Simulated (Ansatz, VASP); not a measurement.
HfB in VASP and in Ansatz

The input INCAR:

```
SYSTEM = HfB
ALGO = Normal
EDIFF = 1E-7
EDIFFG = -0.03
ENCUT = 520
GGA = PE
IBRION = 2
ISIF = 2
ISMEAR = 0
ISPIN = 2
LASPH = .TRUE.
LCHARG = .FALSE.
LMAXMIX = 4
LORBIT = 11
LREAL = .FALSE.
LWAVE = .FALSE.
MAGMOM = 1.2 1.2 1.2 1.2 0.4 0.4 0.4 0.4
NELM = 150
NSW = 60
PREC = Accurate
SIGMA = 0.05
```

File KPOINTS:

```
k-points
0
G
  1 1 1
  0 0 0
```

POSCAR

```
HfB
1.0
   10.9000000000      0.0000000000      0.0000000000
    0.0000000000     11.2000000000      0.0000000000
    0.0000000000      0.0000000000     11.5000000000
Hf B
4 4
Direct
    0.3883542108      0.3927751328      0.3949092378
    0.3924650253      0.6030066180      0.6049569618
    0.6218984139      0.3877821288      0.6037791268
    0.6214519166      0.6081111334      0.4056294768
    0.6128218593      0.3807870008      0.4046492129
    0.6099731439      0.6099077244      0.5937042613
    0.3847351512      0.3931120209      0.6102192940
    0.3916304863      0.6040954110      0.3950923300
```

Input for Ansatz:

```yaml
crystal:
  lattice:
    - [10.9, 0.0, 0.0]
    - [0.0, 11.2, 0.0]
    - [0.0, 0.0, 11.5]
  atoms:
    - { symbol: Hf, position: [0.3883542108, 0.3927751328, 0.3949092378], spin: 1.2 }
    - { symbol: B, position: [0.6128218593, 0.3807870008, 0.4046492129], spin: 0.4 }
    - { symbol: Hf, position: [0.3924650253, 0.603006618, 0.6049569618], spin: 1.2 }
    - { symbol: B, position: [0.6099731439, 0.6099077244, 0.5937042613], spin: 0.4 }
    - { symbol: Hf, position: [0.6218984139, 0.3877821288, 0.6037791268], spin: 1.2 }
    - { symbol: B, position: [0.3847351512, 0.3931120209, 0.610219294], spin: 0.4 }
    - { symbol: Hf, position: [0.6214519166, 0.6081111334, 0.4056294768], spin: 1.2 }
    - { symbol: B, position: [0.3916304863, 0.604095411, 0.39509233], spin: 0.4 }
basis:
  ecutwfc: 420
kpoints:
  mp_grid: { grid: [1, 1, 1] }
hamiltonian:
  xc: pbe
scf:
  occupations: { method: gaussian, width: 0.05 }
output:
  forces: true
  eigenvalues: true
  populations: true
  write_density: true
  write_potential: true
  elf: true
  volumetric_format: npy
magnetization:
  spin_polarized: true
relax:
  adjacent_minimum: "off"
  f_tol: 0.03
  max_steps: 40
```

Alike in both runs: task relaxation of the atoms; functional PBE; k mesh 1 × 1 × 1; occupations gaussian, width 0.05 eV; collinear spin.

|  | VASP | Ansatz |
| --- | --- | --- |
| version | VASP 6.6.1 | Ansatz 0.2.0 |
| potentials or method | VASP PAW PBE potentials, release 64 (Hf_pv, B), cutoff 520 eV | scalar-relativistic, plane waves, PAW |
| valence electrons in the cell | 52 | 116 |

```csv
,VASP,Ansatz,Ansatz less VASP
"gap on the k mesh at the Fermi level, each at its own relaxed structure (eV)",0.40,0.40,+0.005
net moment per atom (μB),0.50,0.50,0.000
size of the moment on the site where the two differ most (μB),0.42,0.19,-0.224
```

Site moments also hang on the region over which each program counts them. VASP's potentials hold 52 valence electrons a cell and Ansatz's 116, so a difference there can come from the potentials and not from the codes. Ansatz's warnings: xc potential rough in thin density.

Spin-orbit coupling is off throughout.
